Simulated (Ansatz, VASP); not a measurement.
**Two plane-wave programs on In4O**

Contents of INCAR:

```
SYSTEM = In4O
ALGO = Normal
EDIFF = 1E-6
ENCUT = 520
GGA = PE
ISIF = 2
ISMEAR = 0
LASPH = .TRUE.
LCHARG = .TRUE.
LELF = .TRUE.
LREAL = .FALSE.
LVHAR = .TRUE.
LWAVE = .FALSE.
NBANDS = 37
NELM = 80
PREC = Accurate
SIGMA = 0.1
```

Contents of KPOINTS:

```
k-points
0
G
  4 4 4
  0 0 0
```

File POSCAR:

```
In4O
1.0
   -3.2687262400      3.2687262400      3.2687262400
    3.2687262400     -3.2687262400      3.2687262400
    3.2687262400      3.2687262400     -3.2687262400
In O
4 1
Direct
    0.3495999900      0.3495999900      0.3495999900
    0.6504000100      0.0000000000      0.0000000000
    0.0000000000      0.0000000000      0.6504000100
    0.0000000000      0.6504000100      0.0000000000
    0.0000000000      0.0000000000      0.0000000000
```

Input for Ansatz:

```yaml
crystal:
  lattice:
    - [-3.26872624, 3.26872624, 3.26872624]
    - [3.26872624, -3.26872624, 3.26872624]
    - [3.26872624, 3.26872624, -3.26872624]
  atoms:
    - { symbol: In, position: [0.34959999, 0.34959999, 0.34959999] }
    - { symbol: In, position: [0.65040001, 0.0, 0.0] }
    - { symbol: In, position: [0.0, 0.0, 0.65040001] }
    - { symbol: In, position: [0.0, 0.65040001, 0.0] }
    - { symbol: O, position: [0.0, 0.0, 0.0] }
basis:
  ecutwfc: 420
kpoints:
  mp_grid: { grid: [4, 4, 4] }
hamiltonian:
  xc: pbe
scf:
  occupations: { method: gaussian, width: 0.1 }
  lower_state_search: "off"
output:
  forces: true
  stress: true
  eigenvalues: true
```

Change from the starting cell: species swapped into the GeF4 type (I-43m, No. 217).

Alike in both runs: task single point; functional PBE; k mesh 4 × 4 × 4; occupations gaussian, width 0.1 eV; no spin polarisation.

```csv
,VASP,Ansatz
version,VASP 6.6.1,Ansatz 0.2.0
potentials or method,"VASP PAW PBE potentials, release 64 (In_d, O), cutoff 520 eV","scalar-relativistic, plane waves, PAW"
valence electrons in the cell,58,58
```

|  | VASP | Ansatz | Ansatz less VASP |
| --- | --- | --- | --- |
| gap on the k mesh at the Fermi level (eV) | none | none | - |
| pressure (GPa) | 11.1 | 10.9 | -0.12 |
| rms of the force components (eV/Å) | 2.443 | 2.409 | -0.0342 |

Atom by atom the forces differ by 0.034 eV/Å (rms over components). A gap of «none» marks a metal or a gap that the smearing closes.
